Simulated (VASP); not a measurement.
Runs of VASP 6.6.1 on Ge. The structure is that of space group P6_3/mmc (No. 194), or close to it. The cells are those of the table. 

```csv
task,level,potentials or basis,cell,k mesh,cutoff (eV),gap on the mesh (eV),pressure (GPa)
single point,PBE,"VASP PAW PBE potentials, release 64 (Ge_d)","a = 3.998, b = 3.998, c = 6.593 Å, angles 90.0, 90.0, 120.0°, 4 atoms",12 × 12 × 4,520,0.11,(a)
single point,PBE,"VASP PAW PBE potentials, release 64 (Ge_d)","a = 4.058, b = 4.058, c = 6.693 Å, angles 90.0, 90.0, 120.0°, 4 atoms",12 × 12 × 4,520,0.04,-0.1
single point,r2SCAN,"VASP PAW PBE potentials, release 64 (Ge_d)","a = 3.998, b = 3.998, c = 6.593 Å, angles 90.0, 90.0, 120.0°, 4 atoms",6 × 6 × 4,520,0.06,0.1
single point,PBEsol,"VASP PAW PBE potentials, release 64 (Ge_d)","a = 4.005, b = 4.005, c = 6.579 Å, angles 90.0, 90.0, 120.0°, 4 atoms",6 × 6 × 4,520,0.04,-0.1
single point,LDA,"VASP PAW LDA potentials, release 64 (Ge_d)","a = 3.968, b = 3.968, c = 6.505 Å, angles 90.0, 90.0, 120.0°, 4 atoms",6 × 6 × 4,520,none,(b)
relaxation of cell and atoms,PBEsol,"VASP PAW PBE potentials, release 64 (Ge_d)","relaxed from a = 4.058, b = 4.058, c = 6.693 Å, angles 90.0, 90.0, 120.0°, 4 atoms",6 × 6 × 4,600,0.03,0.0
```

Alike in all rows: no spin polarisation; smearing fermi-dirac 0.02 eV.

Task: Estimate the missing entries.

Result: (a) 2.9; (b) 0.2.

Caveats: the PAW data sets were made with another functional, which shifts forces and pressure a little (some runs).

A k mesh can miss the band edges, and the runs leave out spin-orbit coupling on Ge.

A gap of «none» marks levels without a gap at the run's occupations.
